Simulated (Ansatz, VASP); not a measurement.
**One calculation of WS2, two programs**

File INCAR:

```
SYSTEM = WS2
PREC = Accurate ; ENCUT = 520
EDIFF = 1E-6 ; ISMEAR = 0
SIGMA = 0.05 ; LREAL = .FALSE.
LASPH = .TRUE. ; NELM = 80
ALGO = Normal ; ISIF = 2
LWAVE = .FALSE. ; LCHARG = .TRUE.
GGA = PS ; IVDW = 12
LELF = .TRUE. ; LVHAR = .TRUE.
NBANDS = 20
```

Contents of KPOINTS:

```
Automatic mesh
0
G
  12 12 2
  0 0 0
```

POSCAR

```
WS2
1.0
    3.1237017326      0.0000000000      0.0000000000
   -1.5618508663      2.7052050543      0.0000000000
    0.0000000000      0.0000000000     16.9362771992
W S
1 2
Direct
    0.3333333333      0.6666666667      0.0000000000
    0.6666666667      0.3333333333      0.9071447969
    0.6666666667      0.3333333333      0.0928552031
```

Input for Ansatz:

```yaml
crystal:
  lattice:
    - [3.1237017326, 0.0, 0.0]
    - [-1.5618508663, 2.7052050543, 0.0]
    - [0.0, 0.0, 16.9362771992]
  atoms:
    - { symbol: W, position: [0.3333333333, 0.6666666667, 0.0] }
    - { symbol: S, position: [0.6666666667, 0.3333333333, 0.9071447969] }
    - { symbol: S, position: [0.6666666667, 0.3333333333, 0.0928552031] }
basis:
  ecutwfc: 420
kpoints:
  mp_grid: { grid: [12, 12, 2] }
hamiltonian:
  xc: pbesol
  dispersion: d3bj
scf:
  occupations: { method: gaussian, width: 0.05 }
output:
  forces: true
  stress: true
  eigenvalues: true
  write_density: true
  write_potential: true
  elf: true
  volumetric_format: npy
```

Alike in both runs: task single point; functional PBEsol; dispersion D3(BJ); k mesh 12 × 12 × 2; occupations gaussian, width 0.05 eV; no spin polarisation.

|  | VASP | Ansatz |
| --- | --- | --- |
| version | VASP 6.6.1 | Ansatz 0.2.0 |
| potentials or method | VASP PAW PBE potentials, release 64 (W_sv, S), cutoff 520 eV | scalar-relativistic, plane waves, PAW |
| valence electrons in the cell | 26 | 26 |

Ansatz gave:

* gap on the k mesh at the Fermi level (eV): 1.99
* least direct gap on the mesh (eV): 2.04
* rms of the force components (eV/Å): 0.002

Q: Estimate VASP's values.

A: gap on the k mesh at the Fermi level (eV): 1.99; least direct gap on the mesh (eV): 2.04; rms of the force components (eV/Å): 0.009.

VASP's potentials were made for PBE, not for PBEsol. Atom by atom the forces differ by 0.011 eV/Å (rms over components). Ansatz's warnings: xc potential rough in thin density.

Spin-orbit coupling is off throughout.
